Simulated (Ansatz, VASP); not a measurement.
## Two plane-wave programs on Os

```
CELL_PARAMETERS angstrom
2.71752 0.00000 0.00000
-1.35876 2.35345 0.00000
0.00000 0.00000 4.28446
ATOMIC_POSITIONS crystal
Os 0.33333 0.66667 0.25000
Os 0.66667 0.33333 0.75000
```

Alike in both runs: task single point; functional LDA; k mesh 13 × 13 × 8; occupations gaussian, width 0.1 eV; no spin polarisation.

|  | VASP | Ansatz |
| --- | --- | --- |
| version | VASP 6.6.1 | Ansatz 0.2.0 |
| potentials or method | VASP PAW LDA potentials, release 64 (Os), cutoff 520 eV | plane waves (420 eV) with PAW, scalar-relativistic |
| valence electrons in the cell | 16 | 32 |

Ansatz gave:

- pressure (GPa): 0.0
- traceless stress, the component that is largest in VASP (GPa): -0.81

Task: Estimate VASP's values.

Result: Pressure (GPa): 0.9; traceless stress, the component that is largest in VASP (GPa): -0.92.

Ansatz warns that its potentials were made for another functional, while VASP's fit it. LDA's correlation is that of Perdew and Zunger in VASP and of Perdew and Wang (1992) in Ansatz. VASP's potentials hold 16 valence electrons a cell and Ansatz's 32, so a difference there can come from the potentials and not from the codes.

Neither program's run includes spin-orbit coupling.
